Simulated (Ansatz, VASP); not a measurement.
# InSb in VASP and in Ansatz

```
In Sb
1.0
     0.00000    3.07514    3.07514
     3.07514    0.00000    3.07514
     3.07514    3.07514    0.00000
In Sb
1 1
Direct
  0.00000 0.00000 0.00000
  0.50000 0.50000 0.50000
```

Alike in both runs: functional PBE; k mesh 12 × 12 × 12; occupations gaussian, width 0.1 eV; no spin polarisation.

Ansatz relaxed the structure, and its values are those at the end. VASP's run is a single point on that final structure, the one shown.

```csv
,VASP,Ansatz
version,VASP 6.6.1,Ansatz 0.2.0
potentials or method,"VASP PAW PBE potentials, release 64 (In_d, Sb), cutoff 520 eV","scalar-relativistic, plane waves, PAW"
valence electrons in the cell,18,28
```

|  | VASP | Ansatz | Ansatz less VASP |
| --- | --- | --- | --- |
| gap on the k mesh at the Fermi level (eV) | none | none | - |
| pressure (GPa) | 0.0 | 0.0 | -0.02 |

A gap of «none» marks a metal or a gap that the smearing closes. The functional is the same, so the differences come from potentials, cutoffs and numerics. VASP's potentials hold 18 valence electrons a cell and Ansatz's 28, so a difference there can come from the potentials and not from the codes.

Spin-orbit coupling is off throughout.
